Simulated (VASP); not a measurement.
# Pt (Im-3m) in VASP: a series of runs, part 3 of 4

VASP 6.6.1. The steps go on from the part before.

## (5) Single point, PBE

This run uses another cell than the first one, of 16.17 Å³/atom.

Contents of INCAR:

```
ALGO = Normal ; EDIFF = 1E-6
ENCUT = 520 ; GGA = PE
ISIF = 2 ; ISMEAR = -1
LASPH = T ; LCHARG = F
LREAL = F ; LWAVE = F
NBANDS = 11 ; NELM = 60
PREC = Accurate ; SIGMA = 0.06122561905347299
```

Contents of KPOINTS:

```
k-points
0
Gamma
  48 48 48
```

Contents of POSCAR:

```
Pt
1.0
   -1.5928545296      1.5928545296      1.5928545296
    1.5928545296     -1.5928545296      1.5928545296
    1.5928545296      1.5928545296     -1.5928545296
Pt
1
Direct
    0.0000000000      0.0000000000      0.0000000000
```

Potentials or basis: VASP PAW PBE potentials, release 64 (Pt).

On the command line:

```sh
$ cat potpaw_PBE.64/Pt/POTCAR > POTCAR
$ mpirun -np 1 vasp_std > vasp.out
```

OUTCAR:

```text
EDIFF = 1E-6
   ENCUT = 520
   GGA = PE
   ISIF = 2
   ISMEAR = -1
   LASPH = T
   LREAL = F
   NELM = 60
   PREC = Accurate

 ion  position               nearest neighbor table
   1  0.000  0.000  0.000-

  LATTYP: Found a body centered cubic cell.
 ALAT       =     3.1857090592

  Lattice vectors:

 A1 = (  -1.5928545296,   1.5928545296,   1.5928545296)
 A2 = (   1.5928545296,  -1.5928545296,   1.5928545296)
 A3 = (   1.5928545296,   1.5928545296,  -1.5928545296)

Analysis of symmetry for initial positions (statically):
=====================================================================
 Subroutine PRICEL returns:
 Original cell was already a primitive cell.

 Routine SETGRP: Setting up the symmetry group for a
 body centered cubic supercell.

 Subroutine GETGRP returns: Found 48 space group operations
 (whereof 48 operations were pure point group operations)
 out of a pool of 48 trial point group operations.

The static configuration has the point symmetry O_h .

Analysis of symmetry for dynamics (positions and initial velocities):
=====================================================================
 Subroutine PRICEL returns:
 Original cell was already a primitive cell.

 Routine SETGRP: Setting up the symmetry group for a
 body centered cubic supercell.

 Subroutine GETGRP returns: Found 48 space group operations
 (whereof 48 operations were pure point group operations)
 out of a pool of 48 trial point group operations.

The dynamic configuration has the point symmetry O_h .

 Subroutine INISYM returns: Found 48 space group operations
 (whereof 48 operations are pure point group operations),
 and found     1 'primitive' translations

----------------------------------------------------------------------------------------

                                     Primitive cell

  volume of cell :      16.1655

  direct lattice vectors                    reciprocal lattice vectors
    -1.592854530  1.592854530  1.592854530     0.000000000  0.313901860  0.313901860
     1.592854530 -1.592854530  1.592854530     0.313901860  0.000000000  0.313901860
     1.592854530  1.592854530 -1.592854530     0.313901860  0.313901860  0.000000000

  length of vectors
     2.758904974  2.758904974  2.758904974     0.443924268  0.443924268  0.443924268

  position of ions in fractional coordinates (direct lattice)
     0.000000000  0.000000000  0.000000000

  ion indices of the primitive-cell ions
   primitive index   ion index
                 1           1

----------------------------------------------------------------------------------------

 KPOINTS: k-points

Automatic generation of k-mesh.
 Grid dimensions read from file:
 generate k-points for:   48   48   48

 Generating k-lattice:

  Cartesian coordinates                     Fractional coordinates (reciprocal lattice)
     0.000000000  0.006539622  0.006539622     0.020833333  0.000000000  0.000000000
     0.006539622  0.000000000  0.006539622     0.000000000  0.020833333  0.000000000
     0.006539622  0.006539622  0.000000000     0.000000000  0.000000000  0.020833333

  Length of vectors
     0.009248422  0.009248422  0.009248422

  Shift w.r.t. Gamma in fractional coordinates (k-lattice)
     0.000000000  0.000000000  0.000000000

 Subroutine IBZKPT returns following result:
 ===========================================

 Found   2769 irreducible k-points:

 Following reciprocal coordinates:
            Coordinates               Weight
  0.000000  0.000000  0.000000      1.000000
  0.020833  0.000000  0.000000     12.000000
  0.041667  0.000000  0.000000     12.000000
  0.062500  0.000000  0.000000     12.000000
  0.083333  0.000000  0.000000     12.000000
  0.104167  0.000000  0.000000     12.000000
[... 16 lines left out ...]
  0.458333  0.000000  0.000000     12.000000
  0.479167  0.000000  0.000000     12.000000
 [... further k-points ...]
   k-points           NKPTS =   2769   k-points in BZ     NKDIM =   2769   number of bands    NBANDS=     11
   number of dos      NEDOS =    301   number of ions     NIONS =      1
   total plane-waves  NPLWV =  13824
   dimension x,y,z NGX =    24 NGY =   24 NGZ =   24
   dimension x,y,z NGXF=    48 NGYF=   48 NGZF=   48
   ions per type =               1
   NGX,Y,Z   is equivalent  to a cutoff of  14.46, 14.46, 14.46 a.u.
   NGXF,Y,Z  is equivalent  to a cutoff of  28.92, 28.92, 28.92 a.u.
 SYSTEM =  unknown system
   PREC   = accura    normal or accurate (medium, high low for compatibility)
   ISTART =      0    job   : 0-new  1-cont  2-samecut
   ICHARG =      2    charge: 1-file 2-atom 10-const
   ISPIN  =      1    spin polarized calculation?
   LNONCOLLINEAR =      F non collinear calculations
   LSORBIT =      F    spin-orbit coupling
   LASPH  =      T    aspherical Exc in radial PAW
   ENCUT  =  520.0 eV  38.22 Ry    6.18 a.u.   5.13  5.13  5.13*2*pi/ulx,y,z
   NELM   =     60;   NELMIN=  2; NELMDL= -5     # of ELM steps
   EDIFF  = 0.1E-05   stopping-criterion for ELM
   LREAL  =      F    real-space projection
   EDIFFG = 0.1E-04   stopping-criterion for IOM
   NSW    =      0    number of steps for IOM
   IBRION =     -1    ionic relax: 0-MD 1-quasi-New 2-CG
   NFREE  =      0    steps in history (QN), initial steepest desc. (CG)
   ISIF   =      2    stress and relaxation
   ISYM   =      2    0-nonsym 1-usesym 2-fastsym
   POTIM  = 0.5000    time-step for ionic-motion
   TEBEG  =    0.0;   TEEND  =   0.0 temperature during run
   PSTRESS=    0.0 pullay stress
   NELECT =      10.0000    total number of electrons
   NUPDOWN=      -1.0000    fix difference up-down
   EMIN   =  10.00;   EMAX   =-10.00  energy-range for DOS
   EFERMI =   0.00;   METHOD = LEGACY
   ISMEAR =    -1;   SIGMA  =   0.06  broadening in eV -4-tet -1-fermi 0-gaus
   EFERMI_NEDOS =   21; number of points for ismear=-14 and -15
   IALGO  =     38    algorithm
   IMIX   =      4    mixing-type and parameters
     AMIX     =   0.40;   BMIX     =  1.00
     AMIX_MAG =   1.60;   BMIX_MAG =  1.00
  volume/ion in A,a.u.               =      16.17       109.09
  Fermi-wavevector in a.u.,A,eV,Ry     =   1.394907  2.635993 26.473763  1.945767
  Thomas-Fermi vector in A             =   2.518411
   LORBIT       =      0    0 simple, 1 ext, 2 COOP (PROOUT), +10 PAW based schemes
   GGA     = PE    functional components
   LHFCALC =     F    Hartree Fock is set to
   AEXX    =    0.0000 exact exchange contribution
   IVDW    =     0    specifies the selected vdW correction
   LEPSILON=     F    determine dielectric tensor
   LRPA    =     F    only Hartree local field effects (RPA)
 non-spin polarized calculation
  energy-cutoff  :      520.00
  volume of cell :       16.17
 maximum number of plane-waves:       466
 NGX is ok and might be reduce to    24
   NGX = 11   NGY = 11   NGZ = 11

 number of electron      10.0000000 magnetization

 number of electron       9.9999999 magnetization

 Free energy of the ion-electron system (eV)
  ---------------------------------------------------
  ext. energy  EPLUGINS =         0.00000000
  ---------------------------------------------------
  free energy    TOTEN  =        -6.00329452 eV

  energy without entropy =       -5.99051828  energy(sigma->0) =       -5.99690640

 E-fermi :   9.8011     XC(G=0): -13.0681

 val. band max:        9.8007376206   @ k =  -0.2917   0.3125   0.1667
 cond. band min:       9.8048115511   @ k =  -0.4792   0.4792   0.4167
 fundamental gap:      0.0040739305
 Fermi energy:         9.8010593929

 k-point     1 :       0.0000    0.0000    0.0000
  band No.  band energies     occupation
      1       0.5353      2.00000
      2       6.4406      2.00000
      3       6.4406      2.00000
      4       6.4406      2.00000
      5       8.8385      2.00000
      6       8.8385      2.00000
      7      26.8994      0.00000
      8      26.8994      0.00000
      9      26.8994      0.00000
     10      36.6527      0.00000
     11      36.6566      0.00000
[... 309 lines left out ...]
 k-point    24 :       0.4792    0.0000    0.0000
  band No.  band energies     occupation
      1       3.4524      2.00000
      2       5.0766      2.00000
      3       8.6511      2.00000
      4       9.1385      1.99996
      5      10.0525      0.03237
      6      10.7682      0.00000
      7      16.0202      0.00000
      8      23.0796      0.00000
      9      25.5092      0.00000
     10      33.6940      0.00000
     11      34.3164      0.00000

 [... further k-points ...]

------------------------ aborting loop because EDIFF is reached ----------------------------------------

  FORCE on cell =-STRESS in cart. coord.  units (eV):
  Direction    XX          YY          ZZ          XY          YZ          ZX
  --------------------------------------------------------------------------------------
  -------------------------------------------------------------------------------------
  Total       -0.5155092     -0.5155092     -0.5155092      0.0000000     -0.0000000      0.0000000
  in kB      -51.0926761    -51.0926761    -51.0926761      0.0000000     -0.0000000      0.0000000
  external PRESSURE =     -51.0926761 kB  Pullay stress =       0.0000000 kB

 VOLUME and BASIS-vectors are now :
 -----------------------------------------------------------------------------
  energy-cutoff  :      520.00
  volume of cell :       16.17
      direct lattice vectors                 reciprocal lattice vectors
    -1.592854530  1.592854530  1.592854530     0.000000000  0.313901860  0.313901860
     1.592854530 -1.592854530  1.592854530     0.313901860  0.000000000  0.313901860
     1.592854530  1.592854530 -1.592854530     0.313901860  0.313901860  0.000000000

 POSITION                                       TOTAL-FORCE (eV/Angst)
 -----------------------------------------------------------------------------------
      0.00000      0.00000      0.00000         0.000000      0.000000      0.000000
 -----------------------------------------------------------------------------------
    total drift:                               -0.000000      0.000000      0.000000

  FREE ENERGIE OF THE ION-ELECTRON SYSTEM (eV)
  ---------------------------------------------------
  free  energy   TOTEN  =        -6.0032945160 eV

  energy  without entropy=       -5.9905182815  energy(sigma->0) =       -5.99690640
```

OSZICAR:

```text
N       E                     dE             d eps       ncg     rms          rms(c)
DAV:   1     0.394522187261E+02    0.39452E+02   -0.53227E+03 62409   0.839E+02
DAV:   2    -0.575540239972E+01   -0.45208E+02   -0.43268E+02 69319   0.173E+02
DAV:   3    -0.636354458780E+01   -0.60814E+00   -0.60558E+00 71311   0.192E+01
DAV:   4    -0.636596980637E+01   -0.24252E-02   -0.24251E-02 70859   0.143E+00
DAV:   5    -0.636599022679E+01   -0.20420E-04   -0.20422E-04 72111   0.122E-01    0.102E+01
DAV:   6    -0.603484982543E+01    0.33114E+00   -0.81758E-01 65001   0.698E+00    0.541E+00
DAV:   7    -0.600601579712E+01    0.28834E-01   -0.10625E-01 69999   0.247E+00    0.234E+00
DAV:   8    -0.600344522552E+01    0.25706E-02   -0.38145E-03 65688   0.526E-01    0.477E-01
DAV:   9    -0.600329210068E+01    0.15312E-03   -0.10088E-04 69477   0.877E-02    0.399E-02
DAV:  10    -0.600329467598E+01   -0.25753E-05   -0.25417E-06 71629   0.132E-02    0.502E-03
DAV:  11    -0.600329451602E+01    0.15997E-06   -0.23382E-08 40086   0.144E-03
   1 F= -.60032945E+01 E0= -.59969064E+01  d E =-.127762E-01
```

Run time: 7.4 min. Hardware: 1 thread of Oxide Virtual Turin-like, shared host; peak memory 0.55 GiB.

Results:

* Free energy: -6.0033 eV
* Pressure: -5.1 GPa
* Band gap on the k mesh: zero (bands 5 and 6 overlap by 2.09 eV)

Levels at points of the mesh, in eV from the Fermi level:
| k point | band 3 | band 4 | band 5 | band 6 | band 7 | band 8 |
| --- | --- | --- | --- | --- | --- | --- |
| (0.00, 0.00, 0.00) | -3.36 | -3.36 | -0.96 | -0.96 | 17.10 | 17.10 |
| (0.50, 0.00, 0.00) | -1.14 | -0.66 | 0.34 | 0.99 | 6.10 | 13.26 |
| (0.50, 0.50, 0.50) | 0.49 | 0.49 | 0.49 | 7.61 | 7.61 | 7.61 |

Caveat: the cell stands under tension; spin-orbit coupling is left out, which moves the levels of the heavy elements.

## (6) Single point, PBE

This run uses another cell than the first one, of 16.48 Å³/atom.

Contents of INCAR:

```
PREC = Accurate
ENCUT = 520
EDIFF = 1E-6
ISMEAR = -1
SIGMA = 0.06122561905347299
LREAL = False
LASPH = True
NELM = 80
ALGO = Normal
ISIF = 2
LWAVE = False
LCHARG = False
GGA = PE
NBANDS = 11
```

Contents of KPOINTS:

```
Automatic mesh
0
Gamma
  48 48 48
```

Contents of POSCAR:

```
Pt
1.0
   -1.6031980307      1.6031980307      1.6031980307
    1.6031980307     -1.6031980307      1.6031980307
    1.6031980307      1.6031980307     -1.6031980307
Pt
1
Direct
    0.0000000000      0.0000000000      0.0000000000
```

Potentials or basis: VASP PAW PBE potentials, release 64 (Pt).

On the command line:

```sh
$ cat potpaw_PBE.64/Pt/POTCAR > POTCAR
$ mpirun -np 1 vasp_std > vasp.out
```

OUTCAR:

```text
PREC = Accurate
   ENCUT = 520
   EDIFF = 1E-6
   ISMEAR = -1
   LREAL = False
   LASPH = True
   NELM = 80
   ISIF = 2
   GGA = PE

 ion  position               nearest neighbor table
   1  0.000  0.000  0.000-

  LATTYP: Found a body centered cubic cell.
 ALAT       =     3.2063960614

  Lattice vectors:

 A1 = (  -1.6031980307,   1.6031980307,   1.6031980307)
 A2 = (   1.6031980307,  -1.6031980307,   1.6031980307)
 A3 = (   1.6031980307,   1.6031980307,  -1.6031980307)

Analysis of symmetry for initial positions (statically):
=====================================================================
 Subroutine PRICEL returns:
 Original cell was already a primitive cell.

 Routine SETGRP: Setting up the symmetry group for a
 body centered cubic supercell.

 Subroutine GETGRP returns: Found 48 space group operations
 (whereof 48 operations were pure point group operations)
 out of a pool of 48 trial point group operations.

The static configuration has the point symmetry O_h .

Analysis of symmetry for dynamics (positions and initial velocities):
=====================================================================
 Subroutine PRICEL returns:
 Original cell was already a primitive cell.

 Routine SETGRP: Setting up the symmetry group for a
 body centered cubic supercell.

 Subroutine GETGRP returns: Found 48 space group operations
 (whereof 48 operations were pure point group operations)
 out of a pool of 48 trial point group operations.

The dynamic configuration has the point symmetry O_h .

 Subroutine INISYM returns: Found 48 space group operations
 (whereof 48 operations are pure point group operations),
 and found     1 'primitive' translations

----------------------------------------------------------------------------------------

[... 113 lines left out ...]
  Thomas-Fermi vector in A             =   2.510274
   LORBIT       =      0    0 simple, 1 ext, 2 COOP (PROOUT), +10 PAW based schemes
   GGA     = PE    functional components
   LHFCALC =     F    Hartree Fock is set to
   AEXX    =    0.0000 exact exchange contribution
   IVDW    =     0    specifies the selected vdW correction
   LEPSILON=     F    determine dielectric tensor
   LRPA    =     F    only Hartree local field effects (RPA)
 non-spin polarized calculation
  energy-cutoff  :      520.00
  volume of cell :       16.48
 maximum number of plane-waves:       466
 NGX is ok and might be reduce to    24
   NGX = 11   NGY = 11   NGZ = 11

 number of electron      10.0000000 magnetization

 Free energy of the ion-electron system (eV)
  ---------------------------------------------------
  ext. energy  EPLUGINS =         0.00000000
  ---------------------------------------------------
  free energy    TOTEN  =        -5.98951709 eV

  energy without entropy =       -5.97634125  energy(sigma->0) =       -5.98292917

 E-fermi :   9.4682     XC(G=0): -12.9535

 val. band max:        9.4669512532   @ k =  -0.2917   0.3125   0.1667
 cond. band min:       9.4705293240   @ k =  -0.4792   0.4792   0.4167
 fundamental gap:      0.0035780708
 Fermi energy:         9.4681730340

 k-point     1 :       0.0000    0.0000    0.0000
  band No.  band energies     occupation
      1       0.3970      2.00000
      2       6.2070      2.00000
      3       6.2070      2.00000
      4       6.2070      2.00000
      5       8.5361      2.00000
      6       8.5361      2.00000
      7      26.5644      0.00000
      8      26.5644      0.00000
      9      26.5644      0.00000
     10      36.0847      0.00000
     11      36.0899      0.00000
[... 309 lines left out ...]
 k-point    24 :       0.4792    0.0000    0.0000
  band No.  band energies     occupation
      1       3.2968      2.00000
      2       4.8854      2.00000
      3       8.3508      2.00000
      4       8.8219      1.99995
      5       9.7802      0.01217
      6      10.3968      0.00000
      7      15.5290      0.00000
      8      22.7356      0.00000
      9      25.0116      0.00000
     10      33.2364      0.00000
     11      33.6680      0.00000

 [... further k-points ...]

------------------------ aborting loop because EDIFF is reached ----------------------------------------

  FORCE on cell =-STRESS in cart. coord.  units (eV):
  Direction    XX          YY          ZZ          XY          YZ          ZX
  --------------------------------------------------------------------------------------
  -------------------------------------------------------------------------------------
  Total       -0.9240201     -0.9240201     -0.9240201     -0.0000000     -0.0000000     -0.0000000
  in kB      -89.8194686    -89.8194686    -89.8194686     -0.0000000     -0.0000000     -0.0000000
  external PRESSURE =     -89.8194686 kB  Pullay stress =       0.0000000 kB

 VOLUME and BASIS-vectors are now :
 -----------------------------------------------------------------------------
  energy-cutoff  :      520.00
  volume of cell :       16.48
      direct lattice vectors                 reciprocal lattice vectors
    -1.603198031  1.603198031  1.603198031     0.000000000  0.311876631  0.311876631
     1.603198031 -1.603198031  1.603198031     0.311876631  0.000000000  0.311876631
     1.603198031  1.603198031 -1.603198031     0.311876631  0.311876631  0.000000000

 POSITION                                       TOTAL-FORCE (eV/Angst)
 -----------------------------------------------------------------------------------
      0.00000      0.00000      0.00000         0.000000     -0.000000      0.000000
 -----------------------------------------------------------------------------------
    total drift:                               -0.000000     -0.000000      0.000000

  FREE ENERGIE OF THE ION-ELECTRON SYSTEM (eV)
  ---------------------------------------------------
  free  energy   TOTEN  =        -5.9895170907 eV

  energy  without entropy=       -5.9763412524  energy(sigma->0) =       -5.98292917
```

OSZICAR:

```text
N       E                     dE             d eps       ncg     rms          rms(c)
DAV:   1     0.392488991833E+02    0.39249E+02   -0.52881E+03 62308   0.836E+02
DAV:   2    -0.573779880559E+01   -0.44987E+02   -0.43061E+02 69256   0.172E+02
DAV:   3    -0.635082532511E+01   -0.61303E+00   -0.60945E+00 71348   0.192E+01
DAV:   4    -0.635327672041E+01   -0.24514E-02   -0.24512E-02 70561   0.143E+00
DAV:   5    -0.635329779547E+01   -0.21075E-04   -0.21075E-04 72099   0.124E-01    0.965E+00
DAV:   6    -0.601869176328E+01    0.33461E+00   -0.85582E-01 65043   0.708E+00    0.512E+00
DAV:   7    -0.599206209343E+01    0.26630E-01   -0.98769E-02 69981   0.236E+00    0.231E+00
DAV:   8    -0.598965461356E+01    0.24075E-02   -0.33013E-03 65706   0.485E-01    0.459E-01
DAV:   9    -0.598951507440E+01    0.13954E-03   -0.82024E-05 69344   0.789E-02    0.425E-02
DAV:  10    -0.598951726773E+01   -0.21933E-05   -0.23860E-06 71297   0.132E-02    0.534E-03
DAV:  11    -0.598951709068E+01    0.17705E-06   -0.25503E-08 39984   0.147E-03
   1 F= -.59895171E+01 E0= -.59829292E+01  d E =-.131758E-01
```

Run time: 9.9 min. Hardware: 1 thread of Oxide Virtual Turin-like, shared host; peak memory 0.56 GiB.

Results:

```yaml
Free_energy: -5.9895 eV
Pressure: -9.0 GPa
Band_gap_on_the_k_mesh: zero (bands 5 and 6 overlap by 2.01 eV)
```

Levels at points of the mesh, in eV from the Fermi level:
```tsv
k point	band 1	band 2	band 3	band 4	band 5	band 6	band 7	band 8	band 9	band 10
(0.00, 0.00, 0.00)	-9.07	-3.26	-3.26	-3.26	-0.93	-0.93	17.10	17.10	17.10	26.62
(0.50, 0.00, 0.00)	-6.17	-4.59	-1.11	-0.64	0.40	0.96	5.94	13.25	15.49	23.79
(0.50, 0.50, 0.50)	-5.67	-5.67	0.47	0.47	0.47	7.57	7.57	7.57	12.17	18.43
```

Caveat: the cell stands under tension; spin-orbit coupling is left out, which moves the levels of the heavy elements.

(Part 3 of 4 ends here.)
